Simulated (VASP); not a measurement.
Sb, 2 atoms in the cell. The cell holds a sheet with vacuum, 2 atoms: a = 4.042 Å, b = 4.042 Å, c = 27.100 Å, α = 90.00°, β = 90.00°, γ = 120.00°. 

| Property | Result |
| --- | --- |
| Program | VASP 6.6.1 |
| Task | single point |
| Functional | PBEsol |
| Potentials or basis | VASP PAW PBE potentials, release 64 (Sb_d_GW) |
| Cutoff | 400 eV |
| k mesh | 12 × 12 × 1 |
| Occupations | gaussian, width 0.03 eV |
| Spin | no spin polarisation |
| Dipole correction | yes |
| Further INCAR settings | ALGO = Normal; EDIFF = 1e-06; NBANDS = 22; NELMDL = -8 |

Potentials or basis: VASP PAW PBE potentials, release 64 (Sb_d_GW).

Launch:

```sh
$ cat potpaw_PBE.64/Sb_d_GW/POTCAR > POTCAR
$ mpirun -np 1 vasp_std > vasp.out
```

Hardware: 1 thread of AMD EPYC 7R13 Processor (Zen 3), on a shared host.

Question: How long does it take, and how much memory?

Answer: It took 2.9 min on 1 thread of AMD EPYC 7R13 Processor (Zen 3) (shared host), peak memory 0.38 GiB. Counts: scf iterations 23, k points 19.
